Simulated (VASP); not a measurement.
A run of VASP 6.6.1:

File INCAR:

```
ALGO = Normal
EDIFF = 1E-8
ENCUT = 520
GGA = PS
ISIF = 2
ISMEAR = -1
LASPH = T
LCHARG = F
LEFG = T
LREAL = F
LWAVE = F
NBANDS = 18
NELM = 60
PREC = Accurate
SIGMA = 0.08
```

The input KPOINTS:

```
k-points
0
Gamma
  13 13 13
```

File POSCAR:

```
TiPd
1.0
    3.1800000000     -0.0318000000     -0.0318000000
   -0.0318000000      3.1800000000     -0.0318000000
   -0.0318000000     -0.0318000000      3.1800000000
Ti Pd
1 1
Direct
    0.5000000000      0.5000000000      0.5000000000
    0.0000000000      0.0000000000      0.0000000000
```

Potentials or basis: VASP PAW PBE potentials, release 64 (Ti_sv, Pd).

Run with:

```bash
$ cat potpaw_PBE.64/Ti_sv/POTCAR potpaw_PBE.64/Pd/POTCAR > POTCAR
$ mpirun -np 1 vasp_std > vasp.out
```

Hardware: 1 thread of Intel(R) Xeon(R) Platinum 8488C (Sapphire Rapids) (shared host).

Task: Estimate the wall time of this run.

Result: Wall time 45 s on 1 thread of Intel(R) Xeon(R) Platinum 8488C (Sapphire Rapids), on a shared host, peak memory 0.25 GiB. Counts: scf iterations 16, k points 231.
